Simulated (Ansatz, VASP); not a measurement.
## Hf in VASP and in Ansatz

```
Hf
1.0
     3.15892    0.00000    0.00000
     0.00000    4.99859    0.00000
     0.00000    0.00000   19.64760
Hf
4
Direct
  0.00000 0.75000 0.41516
  0.50000 0.25000 0.45680
  0.50000 0.75000 0.54320
  0.00000 0.25000 0.58484
```

Alike in both runs: task single point; functional PBEsol; k mesh 10 × 7 × 1; occupations fermi-dirac, width 0.05 eV; no spin polarisation.

```csv
,VASP,Ansatz
version,VASP 6.6.1,Ansatz 0.2.0
potentials or method,"VASP PAW PBE potentials, release 64 (Hf_pv)","PAW with Ansatz's default frozen-core files, scalar-relativistic"
plane-wave cutoff (eV),520,420
valence electrons in the cell,40,104
```

Ansatz gave:

```
rms of the force components (eV/Å) : 0.004
```

Question: Which values does VASP return?

Answer: rms of the force components (eV/Å): 0.022.

VASP's potentials were made for PBE, not for PBEsol. Atom by atom the forces differ by 0.025 eV/Å (rms over components). The functional is the same, so the differences come from potentials, cutoffs and numerics. VASP's potentials hold 40 valence electrons a cell and Ansatz's 104, so a difference there can come from the potentials and not from the codes. Ansatz's warnings: structure snapped to symmetry, xc potential rough in thin density.

Spin-orbit coupling is off throughout.
